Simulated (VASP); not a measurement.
A run of VASP 6.6.1 is set up as follows.

The input INCAR:

```
PREC = Accurate
ENCUT = 520
EDIFF = 1E-6
ISMEAR = 0
SIGMA = 0.05
LREAL = F
LASPH = T
NELM = 60
ALGO = Normal
ISIF = 2
LWAVE = F
LCHARG = F
GGA = PS
NBANDS = 35
```

KPOINTS

```
regular mesh
0
Gamma
  12 12 2
```

POSCAR

```
WS2
1.0
    3.0599748907      0.0000000000      0.0000000000
   -1.5299874454      2.6500159903      0.0000000000
    0.0000000000      0.0000000000     12.3485284809
W S
2 4
Direct
    0.3333333333      0.6666666667      0.2500000000
    0.6666666667      0.3333333333      0.7500000000
    0.3333333333      0.6666666667      0.6331095153
    0.6666666667      0.3333333333      0.1331095153
    0.3333333333      0.6666666667      0.8668904847
    0.6666666667      0.3333333333      0.3668904847
```

Potentials or basis: VASP PAW PBE potentials, release 64 (W_sv, S).

Command:

```bash
$ cat potpaw_PBE.64/W_sv/POTCAR potpaw_PBE.64/S/POTCAR > POTCAR
$ mpirun -np 1 vasp_std > vasp.out
```

(1) Estimate the largest force.

(2) Predict the band gap on the k mesh.

(3) Predict the pressure.

Answers

(1) 4.009 eV/Å.

(2) 0.78 eV, indirect (least direct gap 1.80 eV).

(3) 29.3 GPa.

Caveat: the PAW data sets were made with another functional, which shifts forces and pressure a little; spin-orbit coupling is left out, which moves the levels of the heavy elements; this functional lacks dispersion, which binds the layers, so the pressure and a relaxed spacing across them are unreliable.
